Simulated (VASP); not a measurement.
# Si4Sn (P-3m1) in VASP: a series of runs

The runs below take Si4Sn through single point, relaxation of cell and atoms, with PBE.

Program: VASP 6.6.1. These are calculated values, not measurements. Logs are shortened: lines on timing, memory, paths and dates and some standing lists are left out, and cuts for length are marked.

### Step 1. The cell of the first run

The structure is trigonal, space group P-3m1 (No. 164). Conventional cell: a = 3.717 Å, b = 3.717 Å, c = 8.178 Å, α = 90.00°, β = 90.00°, γ = 120.00°. Si (site symmetry 3m) has 4 Si at 2.39 to 2.94 Å and 3 Sn at 3.00 Å within 3.2 Å. Si (site symmetry 3m) has 7 Si at 2.39 to 2.94 Å within 3.2 Å. Sn (site symmetry -3m) has 12 Si at 3.00 to 3.81 Å and 6 Sn at 3.72 Å within 4.0 Å.

### Step 2. Single point, PBE

INCAR reads:

```
PREC     = Accurate       # precision mode
ENCUT    = 520            # plane-wave cutoff, eV
EDIFF    = 1E-6           # SCF threshold, eV
ISMEAR   = 0              # smearing method
SIGMA    = 0.2            # smearing width, eV
LREAL    = F              # projectors in reciprocal space
LASPH    = T              # aspherical terms in the spheres
NELM     = 80             # most SCF steps
ALGO     = Normal         # electronic algorithm
ISIF     = 2              # what is computed and relaxed
LWAVE    = F              # write WAVECAR
LCHARG   = T              # write CHGCAR
GGA      = PE             # functional
LELF     = T              # ELF
LVHAR    = T            
NBANDS   = 23             # bands
```

KPOINTS reads:

```
regular mesh
0
Gamma
  6 6 2
```

POSCAR reads:

```
Si4Sn
1.0
    3.7169755645      0.0000000000      0.0000000000
   -1.8584877822      3.2189952641      0.0000000000
    0.0000000000      0.0000000000      8.1778176096
Si Sn
4 1
Direct
    0.3333333333      0.6666666667      0.7435350345
    0.3333333333      0.6666666667      0.3842686963
    0.6666666667      0.3333333333      0.2564649655
    0.6666666667      0.3333333333      0.6157313037
    0.0000000000      0.0000000000      0.0000000000
```

Potentials or basis: VASP PAW PBE potentials, release 64 (Si, Sn_d).

Run with:

```
cat potpaw_PBE.64/Si/POTCAR potpaw_PBE.64/Sn_d/POTCAR > POTCAR
mpirun -np 1 vasp_std > vasp.out
```

OUTCAR:

```text
PREC = Accurate
   ENCUT = 520
   EDIFF = 1E-6
   ISMEAR = 0
   LREAL = F
   LASPH = T
   NELM = 80
   ISIF = 2
   GGA = PE

 ion  position               nearest neighbor table
   1  0.333  0.667  0.744-   4 2.39   4 2.39   4 2.39   2 2.94   5 3.00   5 3.00   5 3.00
   2  0.333  0.667  0.384-   3 2.39   3 2.39   3 2.39   4 2.86   4 2.86   4 2.86   1 2.94
   3  0.667  0.333  0.256-   2 2.39   2 2.39   2 2.39   4 2.94   5 3.00   5 3.00   5 3.00
   4  0.667  0.333  0.616-   1 2.39   1 2.39   1 2.39   2 2.86   2 2.86   2 2.86   3 2.94
   5  0.000  0.000  0.000-   1 3.00   3 3.00   1 3.00   3 3.00   3 3.00   1 3.00

  LATTYP: Found a hexagonal cell.
 ALAT       =     3.7169755645
 C/A-ratio  =     2.2001268149

  Lattice vectors:

 A1 = (   3.7169755645,   0.0000000000,   0.0000000000)
 A2 = (  -1.8584877822,   3.2189952641,   0.0000000000)
 A3 = (   0.0000000000,   0.0000000000,   8.1778176096)

Analysis of symmetry for initial positions (statically):
=====================================================================
 Subroutine PRICEL returns:
 Original cell was already a primitive cell.

 Routine SETGRP: Setting up the symmetry group for a
 hexagonal supercell.

 Subroutine GETGRP returns: Found 12 space group operations
 (whereof 12 operations were pure point group operations)
 out of a pool of 24 trial point group operations.

The static configuration has the point symmetry D_3d.

Analysis of symmetry for dynamics (positions and initial velocities):
=====================================================================
 Subroutine PRICEL returns:
 Original cell was already a primitive cell.

 Routine SETGRP: Setting up the symmetry group for a
 hexagonal supercell.

 Subroutine GETGRP returns: Found 12 space group operations
 (whereof 12 operations were pure point group operations)
 out of a pool of 24 trial point group operations.

The dynamic configuration has the point symmetry D_3d.

 Subroutine INISYM returns: Found 12 space group operations
 (whereof 12 operations are pure point group operations),
 and found     1 'primitive' translations

----------------------------------------------------------------------------------------

                                     Primitive cell

[... 82 lines left out ...]
   LASPH  =      T    aspherical Exc in radial PAW
   ENCUT  =  520.0 eV  38.22 Ry    6.18 a.u.   6.91  6.91 15.21*2*pi/ulx,y,z
   NELM   =     80;   NELMIN=  2; NELMDL= -5     # of ELM steps
   EDIFF  = 0.1E-05   stopping-criterion for ELM
   LREAL  =      F    real-space projection
   EDIFFG = 0.1E-04   stopping-criterion for IOM
   NSW    =      0    number of steps for IOM
   IBRION =     -1    ionic relax: 0-MD 1-quasi-New 2-CG
   NFREE  =      0    steps in history (QN), initial steepest desc. (CG)
   ISIF   =      2    stress and relaxation
   ISYM   =      2    0-nonsym 1-usesym 2-fastsym
   POTIM  = 0.5000    time-step for ionic-motion
   TEBEG  =    0.0;   TEEND  =   0.0 temperature during run
   PSTRESS=    0.0 pullay stress
   NELECT =      30.0000    total number of electrons
   NUPDOWN=      -1.0000    fix difference up-down
   EMIN   =  10.00;   EMAX   =-10.00  energy-range for DOS
   EFERMI =   0.00;   METHOD = LEGACY
   ISMEAR =     0;   SIGMA  =   0.20  broadening in eV -4-tet -1-fermi 0-gaus
   EFERMI_NEDOS =   21; number of points for ismear=-14 and -15
   IALGO  =     38    algorithm
   IMIX   =      4    mixing-type and parameters
     AMIX     =   0.40;   BMIX     =  1.00
     AMIX_MAG =   1.60;   BMIX_MAG =  1.00
  volume/ion in A,a.u.               =      19.57       132.06
  Fermi-wavevector in a.u.,A,eV,Ry     =   1.103908  2.086083 16.580226  1.218612
  Thomas-Fermi vector in A             =   2.240373
   LORBIT       =      0    0 simple, 1 ext, 2 COOP (PROOUT), +10 PAW based schemes
   GGA     = PE    functional components
   LHFCALC =     F    Hartree Fock is set to
   AEXX    =    0.0000 exact exchange contribution
   IVDW    =     0    specifies the selected vdW correction
   LEPSILON=     F    determine dielectric tensor
   LRPA    =     F    only Hartree local field effects (RPA)
 non-spin polarized calculation
 Gauss-broadening in eV      SIGMA  =   0.20
  energy-cutoff  :      520.00
  volume of cell :       97.85
 maximum number of plane-waves:      2670
 NGX is ok and might be reduce to    28
   NGX = 13   NGY = 13   NGZ = 31

 number of electron      30.0000000 magnetization

 Free energy of the ion-electron system (eV)
  ---------------------------------------------------
  ext. energy  EPLUGINS =         0.00000000
  ---------------------------------------------------
  free energy    TOTEN  =       -23.80899285 eV

  energy without entropy =      -23.77091822  energy(sigma->0) =      -23.78995554

 E-fermi :   7.6431     XC(G=0): -10.2129

 val. band max:        7.4055278123   @ k =   0.1667   0.1667   0.5000
 cond. band min:       7.6473625983   @ k =   0.5000  -0.0000   0.0000
 fundamental gap:      0.2418347860
 Fermi energy:         7.6430674487

 k-point     1 :       0.0000    0.0000    0.0000
  band No.  band energies     occupation
      1     -13.8947      2.00000
      2     -13.8922      2.00000
      3     -13.8922      2.00000
      4     -13.8659      2.00000
      5     -13.8659      2.00000
      6      -5.0166      2.00000
[... 353 lines left out ...]
     22      13.8528      0.00000
     23      14.3289      0.00000

------------------------ aborting loop because EDIFF is reached ----------------------------------------

  FORCE on cell =-STRESS in cart. coord.  units (eV):
  Direction    XX          YY          ZZ          XY          YZ          ZX
  --------------------------------------------------------------------------------------
  -------------------------------------------------------------------------------------
  Total       -0.0463664     -0.0463664     -0.0507076     -0.0000000     -0.0000000      0.0000000
  in kB       -0.7592172     -0.7592172     -0.8303014     -0.0000000     -0.0000000      0.0000000
  external PRESSURE =      -0.7829119 kB  Pullay stress =       0.0000000 kB

 VOLUME and BASIS-vectors are now :
 -----------------------------------------------------------------------------
  energy-cutoff  :      520.00
  volume of cell :       97.85
      direct lattice vectors                 reciprocal lattice vectors
     3.716975565  0.000000000  0.000000000     0.269035936  0.155327970  0.000000000
    -1.858487782  3.218995264  0.000000000     0.000000000  0.310655940  0.000000000
     0.000000000  0.000000000  8.177817610     0.000000000  0.000000000  0.122282013

 POSITION                                       TOTAL-FORCE (eV/Angst)
 -----------------------------------------------------------------------------------
     -0.00000      2.14600      6.08049         0.000000      0.000000     -0.021473
     -0.00000      2.14600      3.14248        -0.000000      0.000000     -0.025339
      1.85849      1.07300      2.09732        -0.000000     -0.000000      0.021473
      1.85849      1.07300      5.03534         0.000000     -0.000000      0.025339
      0.00000      0.00000      0.00000         0.000000      0.000000      0.000000
 -----------------------------------------------------------------------------------
    total drift:                                0.000000      0.000000     -0.000000

  FREE ENERGIE OF THE ION-ELECTRON SYSTEM (eV)
  ---------------------------------------------------
  free  energy   TOTEN  =       -23.8089928531 eV

  energy  without entropy=      -23.7709182233  energy(sigma->0) =      -23.78995554
```

stdout:

```text
POSCAR found type information on POSCAR SiSn
 POSCAR found :  2 types and       5 ions
 scaLAPACK will be used
 LDA part: xc-table for (Slater+PW92), standard interpolation
 POSCAR, INCAR and KPOINTS ok, starting setup
 FFT: planning ... GRIDC
 FFT: planning ... GRID_SOFT
 FFT: planning ... GRID
 WAVECAR not read
 entering main loop
```

It took 13 s on 1 thread of Intel Xeon 6975P-C (Granite Rapids), shared host; peak memory 0.21 GiB.

Results:

| Item | Value |
| --- | --- |
| Free energy | -23.8090 eV |
| Pressure | -0.1 GPa |
| Largest force | 0.025 eV/Å |
| Band gap on the k mesh | zero (band 15 reaches 8.65 eV, above the bottom of band 16 at 5.80 eV) |

Forces on the atoms (eV/Å):
```
Si   0.000  0.000 -0.021
Si   0.000  0.000 -0.025
Si   0.000  0.000  0.021
Si   0.000  0.000  0.025
Sn   0.000  0.000  0.000
```

Caveat: the k points lie up to 0.38 Å⁻¹ apart; spin-orbit coupling is left out, which moves the levels of the heavy elements.

### Step 3. Relaxation of cell and atoms, PBE

This run uses another cell than the first one, of 15.91 Å³/atom, 0.813 times its volume.

INCAR reads:

```
SYSTEM = Si4Sn
PREC = Accurate
ENCUT = 600
EDIFF = 1E-6
ISMEAR = 0
SIGMA = 0.2
LREAL = .FALSE.
LASPH = .TRUE.
NELM = 60
ALGO = Normal
ISIF = 3
LWAVE = .FALSE.
LCHARG = .FALSE.
GGA = PE
IBRION = 2
NSW = 36
EDIFFG = -0.08
```

KPOINTS reads:

```
regular mesh
0
G
  6 6 2
  0 0 0
```

POSCAR reads:

```
Si4Sn
1.0
    3.0571096000      0.0000000000      0.0000000000
   -1.5285548000      2.6475345800      0.0000000000
    0.0000000000      0.0000000000      9.8300790000
Si Sn
4 1
Direct
    0.3333333300      0.6666666700      0.8658552800
    0.3333333300      0.6666666700      0.3767953500
    0.6666666700      0.3333333300      0.1341447200
    0.6666666700      0.3333333300      0.6232046500
    0.0000000000      0.0000000000      0.0000000000
```

Potentials or basis: VASP PAW PBE potentials, release 64 (Si, Sn_d).

Run with:

```
cat potpaw_PBE.64/Si/POTCAR potpaw_PBE.64/Sn_d/POTCAR > POTCAR
mpirun -np 1 vasp_std > vasp.out
```

It took 3.2 min on 1 thread of Intel Xeon 6975P-C (Granite Rapids), shared host; peak memory 0.21 GiB.

It converged, with:

| Quantity | Value |
| --- | --- |
| Free energy | -23.8299 eV |
| Relaxed volume | 19.98 Å³/atom |
| Relaxed cell | a = 3.955 Å, b = 3.955 Å, c = 7.374 Å, α = 90.00°, β = 90.00°, γ = 120.00° |
| Space group after relaxing (to 0.05 Å) | P-3m1 (No. 164) |
| Energy gained by relaxing | 2145.9 meV/atom |
| Ionic steps | 25 |
| Pressure after relaxing | 0.4 GPa |
| Largest force after relaxing | 0.075 eV/Å |
| Band gap on the k mesh | zero (band 15 reaches 9.41 eV, above the bottom of band 16 at 6.26 eV) |

Forces in eV/Å, atoms in the order of the input:
```
Si   0.000  0.000 -0.059
Si   0.000  0.000  0.075
Si   0.000  0.000  0.059
Si   0.000  0.000 -0.075
Sn   0.000  0.000  0.000
```

Stress tensor (GPa, compression positive):
```
0.31 0.00 0.00
0.00 0.31 0.00
0.00 0.00 0.54
```

The path:
| step | energy change (eV) | largest force (eV/Å) | pressure (GPa) | volume (Å³) |
| --- | --- | --- | --- | --- |
| 1 | 0.0000 | 12.7496 | 58.08 | 79.56 |
| 2 | -4.9921 | 1.0652 | -11.13 | 166.16 |
| 3 | -7.4608 | 1.5293 | -6.21 | 117.03 |
| 4 | -7.4849 | 1.6506 | -5.50 | 115.18 |
| 5 | -7.4956 | 1.9045 | -4.00 | 111.84 |
| 6 | -8.0540 | 1.9907 | -2.80 | 105.11 |
| 7 | -8.9405 | 1.5116 | 11.60 | 86.36 |
| 8 | -9.1425 | 1.0966 | 12.23 | 86.35 |
| 9 | -9.3500 | 2.0185 | 16.16 | 86.19 |
| 10 | -9.8944 | 1.3333 | 8.52 | 91.97 |
| 11 | -10.2880 | 0.4241 | -0.27 | 101.90 |
| 12 | -10.3151 | 0.3082 | -2.10 | 104.92 |
| 13 | -10.3169 | 0.3589 | -2.59 | 105.82 |
| 14 | -10.3929 | 0.4197 | -2.78 | 105.66 |
| 15 | -10.6022 | 0.2400 | -3.14 | 104.98 |
| 16 | -10.6800 | 0.2073 | -1.59 | 102.71 |
| 17 | -7.2333 | 9.2572 | 19.32 | 94.17 |
| 18 | -10.6544 | 0.3539 | -1.90 | 102.51 |
| 19 | -10.7016 | 0.3592 | -1.29 | 101.72 |
| 20 | -10.3881 | 1.1958 | 3.55 | 98.44 |
| 21 | -10.7021 | 0.3297 | -1.08 | 101.42 |
| 22 | -10.7029 | 0.2889 | -0.92 | 101.28 |
| 23 | -10.7185 | 0.1003 | 0.85 | 99.09 |
| 24 | -10.7186 | 0.1083 | 0.77 | 99.18 |
| 25 | -10.7297 | 0.0749 | 0.39 | 99.90 |

Final structure:
```
CELL_PARAMETERS angstrom
3.95538 0.00000 0.00000
-1.97769 3.42546 0.00000
0.00000 0.00000 7.37359
ATOMIC_POSITIONS crystal
Si 0.33333 0.66667 0.72925
Si 0.33333 0.66667 0.37513
Si 0.66667 0.33333 0.27075
Si 0.66667 0.33333 0.62487
Sn 0.00000 0.00000 0.00000
```

Levels at points of the mesh, in eV from the Fermi level:
| k point | band 13 | band 14 | band 15 | band 16 | band 17 | band 18 |
| --- | --- | --- | --- | --- | --- | --- |
| (0.00, 0.00, 0.00) | -1.61 | -0.82 | -0.82 | 0.62 | 0.62 | 1.39 |
| (0.50, 0.00, 0.00) | -2.15 | -1.44 | -0.51 | -0.45 | 0.46 | 0.86 |
| (0.00, 0.00, 0.50) | -0.87 | -0.87 | 0.84 | 1.11 | 1.11 | 1.34 |
| (0.50, 0.00, 0.50) | -3.41 | -2.72 | -2.66 | -0.66 | 0.62 | 1.96 |

Caveat: the k points lie up to 0.43 Å⁻¹ apart in the final cell; the volume moved by over 15 % at a fixed basis, so the end points are rough; spin-orbit coupling is left out, which moves the levels of the heavy elements; the relaxation stopped at a loose force limit of 0.08 eV/Å, so its end isn't a converged minimum.
